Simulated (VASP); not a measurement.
# Ga (P6_3/mmc) in VASP: further runs

The runs below take Ga through relaxation of cell and atoms, with PBE.

Everything below comes from runs of VASP 6.6.1. Logs are shortened: lines on timing, memory, paths and dates and some standing lists are left out, and cuts for length are marked.

## (1) The cell of the first run

The structure is hexagonal, space group P6_3/mmc (No. 194). The conventional cell has a = 2.863 Å, b = 2.863 Å, c = 4.781 Å, α = 90.00°, β = 90.00°, γ = 120.00°. Within 3.8 Å of Ga (site symmetry -6m2) lie 12 Ga at 2.86 to 2.91 Å.

This isn't the form of Ga at room conditions, which is orthorhombic.

## (2) Relaxation of cell and atoms, PBE, target pressure 7.4 GPa, at which the enthalpy is minimised

The input, INCAR:

```
PREC = Accurate ; ENCUT = 600
EDIFF = 1E-7 ; ISMEAR = -1
SIGMA = 0.05 ; LREAL = False
LASPH = True ; NELM = 60
ALGO = Normal ; ISIF = 3
LWAVE = False ; LCHARG = False
GGA = PE ; IBRION = 2
NSW = 32 ; EDIFFG = -0.005
PSTRESS = 74.0
```

The input, KPOINTS:

```
Automatic mesh
0
Gamma
  15 15 8
```

The input, POSCAR:

```
Ga
1.0
    2.8628115831      0.0000000000      0.0000000000
   -1.4314057915      2.4792675572      0.0000000000
    0.0000000000      0.0000000000      4.7813605854
Ga
2
Direct
    0.3333333333      0.6666666667      0.2500000000
    0.6666666667      0.3333333333      0.7500000000
```

Potentials or basis: VASP PAW PBE potentials, release 64 (Ga_d).

Started as:

```console
$ cat potpaw_PBE.64/Ga_d/POTCAR > POTCAR
$ mpirun -np 1 vasp_std > vasp.out
```

OUTCAR:

```text
PREC = Accurate
   ENCUT = 600
   EDIFF = 1E-7
   ISMEAR = -1
   LREAL = False
   LASPH = True
   NELM = 60
   ISIF = 3
   GGA = PE
   IBRION = 2
   NSW = 32
   EDIFFG = -0.005
   PSTRESS = 74.0

 ion  position               nearest neighbor table
   1  0.333  0.667  0.250-   2 2.91   2 2.91   2 2.91   2 2.91   2 2.91   2 2.91
   2  0.667  0.333  0.750-   1 2.91   1 2.91   1 2.91   1 2.91   1 2.91   1 2.91

  LATTYP: Found a hexagonal cell.
 ALAT       =     2.8628115831
 C/A-ratio  =     1.6701625121

  Lattice vectors:

 A1 = (   2.8628115831,   0.0000000000,   0.0000000000)
 A2 = (  -1.4314057915,   2.4792675572,   0.0000000000)
 A3 = (   0.0000000000,   0.0000000000,   4.7813605854)

Analysis of symmetry for initial positions (statically):
=====================================================================
 Subroutine PRICEL returns:
 Original cell was already a primitive cell.

 Routine SETGRP: Setting up the symmetry group for a
 hexagonal supercell.

 Subroutine GETGRP returns: Found 24 space group operations
 (whereof 12 operations were pure point group operations)
 out of a pool of 24 trial point group operations.

The static configuration has the point symmetry D_3d.
 The point group associated with its full space group is D_6h.

Analysis of symmetry for dynamics (positions and initial velocities):
=====================================================================
 Subroutine PRICEL returns:
 Original cell was already a primitive cell.

 Routine SETGRP: Setting up the symmetry group for a
 hexagonal supercell.

 Subroutine GETGRP returns: Found 24 space group operations
 (whereof 12 operations were pure point group operations)
 out of a pool of 24 trial point group operations.

The dynamic configuration has the point symmetry D_3d.
 The point group associated with its full space group is D_6h.

 Subroutine INISYM returns: Found 24 space group operations
 (whereof 12 operations are pure point group operations),
 and found     1 'primitive' translations

----------------------------------------------------------------------------------------

                                     Primitive cell

  volume of cell :      33.9365

  direct lattice vectors                    reciprocal lattice vectors
     2.862811583  0.000000000  0.000000000     0.349306956  0.201672465  0.000000000
    -1.431405792  2.479267557  0.000000000     0.000000000  0.403344930  0.000000000
     0.000000000  0.000000000  4.781360585     0.000000000  0.000000000  0.209145489

  length of vectors
     2.862811583  2.862811583  4.781360585     0.403344930  0.403344930  0.209145489

  position of ions in fractional coordinates (direct lattice)
     0.333333333  0.666666667  0.250000000
     0.666666667  0.333333333  0.750000000

  ion indices of the primitive-cell ions
   primitive index   ion index
                 1           1
                 2           2

----------------------------------------------------------------------------------------

 KPOINTS: Automatic mesh

Automatic generation of k-mesh.
 Grid dimensions read from file:
 generate k-points for:   15   15    8

 Generating k-lattice:

  Cartesian coordinates                     Fractional coordinates (reciprocal lattice)
     0.023287130  0.013444831  0.000000000     0.066666667  0.000000000  0.000000000
     0.000000000  0.026889662  0.000000000     0.000000000  0.066666667  0.000000000
     0.000000000  0.000000000  0.026143186     0.000000000  0.000000000  0.125000000

  Length of vectors
     0.026889662  0.026889662  0.026143186

  Shift w.r.t. Gamma in fractional coordinates (k-lattice)
     0.000000000  0.000000000  0.000000000

 Subroutine IBZKPT returns following result:
 ===========================================

 Found    135 irreducible k-points:

 Following reciprocal coordinates:
            Coordinates               Weight
  0.000000  0.000000  0.000000      1.000000
  0.066667  0.000000  0.000000      6.000000
  0.133333  0.000000  0.000000      6.000000
  0.200000  0.000000  0.000000      6.000000
  0.266667  0.000000  0.000000      6.000000
  0.333333  0.000000  0.000000      6.000000
[... 16 lines left out ...]
  0.333333  0.200000  0.000000     12.000000
  0.400000  0.200000  0.000000      6.000000
 [... further k-points ...]
   k-points           NKPTS =    135   k-points in BZ     NKDIM =    135   number of bands    NBANDS=     17
   number of dos      NEDOS =    301   number of ions     NIONS =      2
   total plane-waves  NPLWV =  23040
   dimension x,y,z NGX =    24 NGY =   24 NGZ =   40
   dimension x,y,z NGXF=    48 NGYF=   48 NGZF=   80
   ions per type =               2
   NGX,Y,Z   is equivalent  to a cutoff of  13.94, 13.94, 13.91 a.u.
   NGXF,Y,Z  is equivalent  to a cutoff of  27.87, 27.87, 27.82 a.u.
 SYSTEM =  unknown system
   PREC   = accura    normal or accurate (medium, high low for compatibility)
   ISTART =      0    job   : 0-new  1-cont  2-samecut
   ICHARG =      2    charge: 1-file 2-atom 10-const
   ISPIN  =      1    spin polarized calculation?
   LNONCOLLINEAR =      F non collinear calculations
   LSORBIT =      F    spin-orbit coupling
   LASPH  =      T    aspherical Exc in radial PAW
   ENCUT  =  600.0 eV  44.10 Ry    6.64 a.u.   5.72  5.72  9.55*2*pi/ulx,y,z
   NELM   =     60;   NELMIN=  2; NELMDL= -5     # of ELM steps
   EDIFF  = 0.1E-06   stopping-criterion for ELM
   LREAL  =      F    real-space projection
   EDIFFG = -.5E-02   stopping-criterion for IOM
   NSW    =     32    number of steps for IOM
   IBRION =      2    ionic relax: 0-MD 1-quasi-New 2-CG
   NFREE  =      1    steps in history (QN), initial steepest desc. (CG)
   ISIF   =      3    stress and relaxation
   ISYM   =      2    0-nonsym 1-usesym 2-fastsym
   POTIM  = 0.5000    time-step for ionic-motion
   TEBEG  =    0.0;   TEEND  =   0.0 temperature during run
   PSTRESS=   74.0 pullay stress
   NELECT =      26.0000    total number of electrons
   NUPDOWN=      -1.0000    fix difference up-down
   EMIN   =  10.00;   EMAX   =-10.00  energy-range for DOS
   EFERMI =   0.00;   METHOD = LEGACY
   ISMEAR =    -1;   SIGMA  =   0.05  broadening in eV -4-tet -1-fermi 0-gaus
   EFERMI_NEDOS =   21; number of points for ismear=-14 and -15
   IALGO  =     38    algorithm
   IMIX   =      4    mixing-type and parameters
     AMIX     =   0.40;   BMIX     =  1.00
     AMIX_MAG =   1.60;   BMIX_MAG =  1.00
  volume/ion in A,a.u.               =      16.97       114.51
  Fermi-wavevector in a.u.,A,eV,Ry     =   1.497994  2.830798 30.531281  2.243986
  Thomas-Fermi vector in A             =   2.609810
   LORBIT       =      0    0 simple, 1 ext, 2 COOP (PROOUT), +10 PAW based schemes
   GGA     = PE    functional components
   LHFCALC =     F    Hartree Fock is set to
   AEXX    =    0.0000 exact exchange contribution
   IVDW    =     0    specifies the selected vdW correction
   LEPSILON=     F    determine dielectric tensor
   LRPA    =     F    only Hartree local field effects (RPA)
 conjugate gradient relaxation of ions
 non-spin polarized calculation
  energy-cutoff  :      600.00
  volume of cell :       33.94
 maximum number of plane-waves:      1172
 NGX is ok and might be reduce to    24
   NGX = 11   NGY = 11   NGZ = 19

--------------------------------------- Ionic step        1  -------------------------------------------

 number of electron      26.0000009 magnetization

 Free energy of the ion-electron system (eV)
  ---------------------------------------------------
  ext. energy  EPLUGINS =         0.00000000
  ---------------------------------------------------
  free energy    TOTEN  =        -5.67410821 eV

  energy without entropy =       -5.66752339  energy(sigma->0) =       -5.67081580

------------------------ aborting loop because EDIFF is reached ----------------------------------------

  FORCE on cell =-STRESS in cart. coord.  units (eV):
  Direction    XX          YY          ZZ          XY          YZ          ZX
  --------------------------------------------------------------------------------------
  -------------------------------------------------------------------------------------
  Total        1.5810767      1.5810767      1.5866393      0.0000000      0.0000000      0.0000000
  in kB       74.6441625     74.6441625     74.9067802      0.0000000      0.0000000      0.0000000
  external PRESSURE =       0.7317017 kB  Pullay stress =      74.0000000 kB
[... 61 lines left out ...]
  enthalpy is  TOTEN    =        -4.1066830032 eV   P V=        1.5691909016

--------------------------------------- Ionic step        3  -------------------------------------------

 number of electron      26.0000009 magnetization

 Free energy of the ion-electron system (eV)
  ---------------------------------------------------
  ext. energy  EPLUGINS =         0.00000000
  ---------------------------------------------------
  free energy    TOTEN  =        -5.67543801 eV

  energy without entropy =       -5.66885293  energy(sigma->0) =       -5.67214547

 E-fermi :   6.6317     XC(G=0): -11.5553

 val. band max:        6.6092321797   @ k =   0.3333   0.3333   0.2500
 cond. band min:       6.6473554978   @ k =   0.2667   0.2667   0.3750
 fundamental gap:      0.0381233181
 Fermi energy:         6.6317479980

 k-point     1 :       0.0000    0.0000    0.0000
  band No.  band energies     occupation
      1      -8.5453      2.00000
      2      -8.4407      2.00000
      3      -8.4041      2.00000
      4      -8.4041      2.00000
      5      -8.3767      2.00000
      6      -8.3767      2.00000
[... 9 lines left out ...]
     16      19.5560      0.00000
     17      19.5608      0.00000
[... 443 lines left out ...]
      1      -8.5397      2.00000
      2      -8.5232      2.00000
      3      -8.4144      2.00000
      4      -8.3954      2.00000
      5      -8.3396      2.00000
      6      -8.2951      2.00000
[... 9 lines left out ...]
     16       8.3907      0.00000
     17      10.1898      0.00000

 [... further k-points ...]

------------------------ aborting loop because EDIFF is reached ----------------------------------------

  FORCE on cell =-STRESS in cart. coord.  units (eV):
  Direction    XX          YY          ZZ          XY          YZ          ZX
  --------------------------------------------------------------------------------------
  -------------------------------------------------------------------------------------
  Total        1.5707490      1.5707490      1.5747186      0.0000000      0.0000000      0.0000000
  in kB       74.0940705     74.0940705     74.2813238      0.0000000      0.0000000      0.0000000
  external PRESSURE =       0.1564883 kB  Pullay stress =      74.0000000 kB
[... 17 lines left out ...]
  FREE ENERGIE OF THE ION-ELECTRON SYSTEM (eV)
  ---------------------------------------------------
  free  energy   TOTEN  =        -5.6754380142 eV

  energy  without entropy=       -5.6688529333  energy(sigma->0) =       -5.67214547

  enthalpy is  TOTEN    =        -4.1066833017 eV   P V=        1.5687547126

 reached required accuracy - stopping structural energy minimisation
```

Wall time 2.3 min (1 thread of Intel Xeon Platinum 8175M at 2.50GHz (Skylake/Cascade Lake), shared host); peak memory 0.22 GiB.

Results:

| Item | Value |
| --- | --- |
| Free energy | -5.6754 eV |
| Relaxed volume | 16.98 Å³/atom |
| Relaxed cell | a = 2.864 Å, b = 2.864 Å, c = 4.783 Å, α = 90.00°, β = 90.00°, γ = 120.00° |
| Space group after relaxing (to 0.1 Å) | P6_3/mmc (No. 194) |
| Energy change on relaxing (the run minimises the enthalpy) | -0.7 meV/atom |
| Ionic steps | 3 |
| Pressure after relaxing | 7.4 GPa |
| Band gap on the k mesh | zero (bands 13 and 14 overlap by 7.92 eV) |

The path:
| step | energy change (eV) | largest force (eV/Å) | pressure (GPa) | volume (Å³) |
| --- | --- | --- | --- | --- |
| 1 | 0.0000 | 0.0000 | 7.47 | 33.94 |
| 2 | -0.0018 | 0.0000 | 7.35 | 33.97 |
| 3 | -0.0013 | 0.0000 | 7.42 | 33.97 |

Final structure:
```yaml
crystal:
  lattice:
    - [2.86352, 0.00000, 0.00000]
    - [-1.43176, 2.47988, 0.00000]
    - [0.00000, 0.00000, 4.78303]
  atoms:
    - { symbol: Ga, position: [0.33333, 0.66667, 0.25000] }
    - { symbol: Ga, position: [0.66667, 0.33333, 0.75000] }
```

Levels at points of the mesh, in eV from the Fermi level:
```tsv
k point	band 11	band 12	band 13	band 14	band 15	band 16
(0.00, 0.00, 0.00)	-11.93	-5.39	-4.64	10.92	10.92	12.92
(0.00, 0.00, 0.50)	-10.22	-10.22	3.42	3.42	12.19	12.19
```

Caveat: the cell is relaxed towards a set pressure, so the run minimises the enthalpy, not the energy.

## (3) Relaxation of cell and atoms, PBE, target pressure 7.4 GPa, at which the enthalpy is minimised

This run uses another cell than the first one, of 17.12 Å³/atom.

The input, INCAR:

```
SYSTEM = Ga
ALGO = Normal ; EDIFF = 1E-6
EDIFFG = -0.005 ; ENCUT = 600
GGA = PE ; IBRION = 2
ISIF = 3 ; ISMEAR = -1
LASPH = .TRUE. ; LCHARG = .FALSE.
LREAL = .FALSE. ; LWAVE = .FALSE.
NELM = 60 ; NSW = 60
PREC = Accurate ; PSTRESS = 74.0
SIGMA = 0.05
```

The input, KPOINTS:

```
k-points
0
G
  15 15 8
  0 0 0
```

The input, POSCAR:

```
Ga
1.0
    2.9008875855      0.0000000000      0.0000000000
   -1.4504437927      2.5122423426      0.0000000000
    0.0000000000      0.0000000000      4.6994378885
Ga
2
Direct
    0.3333333333      0.6666666667      0.2500000000
    0.6666666667      0.3333333333      0.7500000000
```

Potentials or basis: VASP PAW PBE potentials, release 64 (Ga_d).

Started as:

```console
$ cat potpaw_PBE.64/Ga_d/POTCAR > POTCAR
$ mpirun -np 1 vasp_std > vasp.out
```

OUTCAR:

```text
SYSTEM = Ga
   EDIFF = 1E-6
   EDIFFG = -0.005
   ENCUT = 600
   GGA = PE
   IBRION = 2
   ISIF = 3
   ISMEAR = -1
   LASPH = .TRUE.
   LREAL = .FALSE.
   NELM = 60
   NSW = 60
   PREC = Accurate
   PSTRESS = 74.0

 ion  position               nearest neighbor table
   1  0.333  0.667  0.250-   2 2.89   2 2.89   2 2.89   2 2.89   2 2.89   2 2.89
   2  0.667  0.333  0.750-   1 2.89   1 2.89   1 2.89   1 2.89   1 2.89   1 2.89

  LATTYP: Found a hexagonal cell.
 ALAT       =     2.9008875855
 C/A-ratio  =     1.6200000000

  Lattice vectors:

 A1 = (   2.9008875855,   0.0000000000,   0.0000000000)
 A2 = (  -1.4504437927,   2.5122423426,   0.0000000000)
 A3 = (   0.0000000000,   0.0000000000,   4.6994378885)

Analysis of symmetry for initial positions (statically):
=====================================================================
 Subroutine PRICEL returns:
 Original cell was already a primitive cell.

 Routine SETGRP: Setting up the symmetry group for a
 hexagonal supercell.

 Subroutine GETGRP returns: Found 24 space group operations
 (whereof 12 operations were pure point group operations)
 out of a pool of 24 trial point group operations.

The static configuration has the point symmetry D_3d.
 The point group associated with its full space group is D_6h.

Analysis of symmetry for dynamics (positions and initial velocities):
[... 270 lines left out ...]

  enthalpy is  TOTEN    =        -4.1039390831 eV   P V=        1.5535127206

[... ionic steps 4 to 11 ...]

--------------------------------------- Ionic step       12  -------------------------------------------

 number of electron      26.0000009 magnetization

------------------------ aborting loop because EDIFF is reached ----------------------------------------
[... 71 lines left out ...]
--------------------------------------- Ionic step       14  -------------------------------------------

 number of electron      26.0000009 magnetization

 Free energy of the ion-electron system (eV)
  ---------------------------------------------------
  ext. energy  EPLUGINS =         0.00000000
  ---------------------------------------------------
  free energy    TOTEN  =        -5.67561077 eV

  energy without entropy =       -5.66898616  energy(sigma->0) =       -5.67229846

 E-fermi :   6.6315     XC(G=0): -11.5551

 val. band max:        6.6099133745   @ k =   0.3333   0.3333   0.2500
 cond. band min:       6.6511951015   @ k =   0.2667   0.2667   0.3750
 fundamental gap:      0.0412817270
 Fermi energy:         6.6314876761

 k-point     1 :       0.0000    0.0000    0.0000
  band No.  band energies     occupation
      1      -8.5463      2.00000
      2      -8.4423      2.00000
      3      -8.4053      2.00000
      4      -8.4053      2.00000
      5      -8.3780      2.00000
      6      -8.3780      2.00000
[... 457 lines left out ...]
      4      -8.3961      2.00000
      5      -8.3407      2.00000
      6      -8.2961      2.00000
[... 9 lines left out ...]
     16       8.3910      0.00000
     17      10.1891      0.00000

 [... further k-points ...]

------------------------ aborting loop because EDIFF is reached ----------------------------------------

  FORCE on cell =-STRESS in cart. coord.  units (eV):
  Direction    XX          YY          ZZ          XY          YZ          ZX
  --------------------------------------------------------------------------------------
  -------------------------------------------------------------------------------------
  Total        1.5729951      1.5729951      1.5740932      0.0000000      0.0000000      0.0000000
  in kB       74.1973259     74.1973259     74.2491208      0.0000000      0.0000000      0.0000000
  external PRESSURE =       0.2145909 kB  Pullay stress =      74.0000000 kB
[... 21 lines left out ...]
  energy  without entropy=       -5.6689861574  energy(sigma->0) =       -5.67229846

  enthalpy is  TOTEN    =        -4.1067989666 eV   P V=        1.5688117997

 reached required accuracy - stopping structural energy minimisation
```

Wall time 7.3 min (1 thread of Intel Xeon Platinum 8175M at 2.50GHz (Skylake/Cascade Lake), shared host); peak memory 0.22 GiB.

What came out:

* Free energy: -5.6756 eV
* Relaxed volume: 16.98 Å³/atom
* Relaxed cell: a = 2.863 Å, b = 2.863 Å, c = 4.786 Å, α = 90.00°, β = 90.00°, γ = 120.00°
* Space group after relaxing (to 0.1 Å): P6_3/mmc (No. 194)
* Energy change on relaxing (the run minimises the enthalpy): +4.4 meV/atom
* Ionic steps: 14
* Pressure after relaxing: 7.4 GPa
* Band gap on the k mesh: zero (bands 13 and 14 overlap by 7.90 eV)

Step by step:
```tsv
step	energy change (eV)	largest force (eV/Å)	pressure (GPa)	volume (Å³)
1	0.0000	0.0000	6.86	34.25
2	0.0118	0.0000	7.47	33.96
3	0.0270	0.0000	8.26	33.64
4	0.0201	0.0000	7.99	33.78
5	0.0202	0.0000	7.85	33.76
6	0.0218	0.0000	8.10	33.70
7	0.0213	0.0000	8.24	33.71
8	0.0077	0.0000	7.40	33.99
9	0.0092	0.0000	7.48	33.96
10	0.0080	0.0000	7.31	33.98
11	0.0087	0.0000	7.43	33.97
12	0.0085	0.0000	7.37	33.97
13	0.0089	0.0000	7.45	33.96
14	0.0089	0.0000	7.42	33.97
```

Final structure:
```
Ga
1.0
     2.86261    0.00000    0.00000
    -1.43130    2.47909    0.00000
     0.00000    0.00000    4.78626
Ga
2
Cartesian
  0.0000 1.6527 1.1966
  1.4313 0.8264 3.5897
```

Caveat: the cell is relaxed towards a set pressure, so the run minimises the enthalpy, not the energy.

The gap in the log of VASP goes by the Fermi energy; the results here count the filled bands.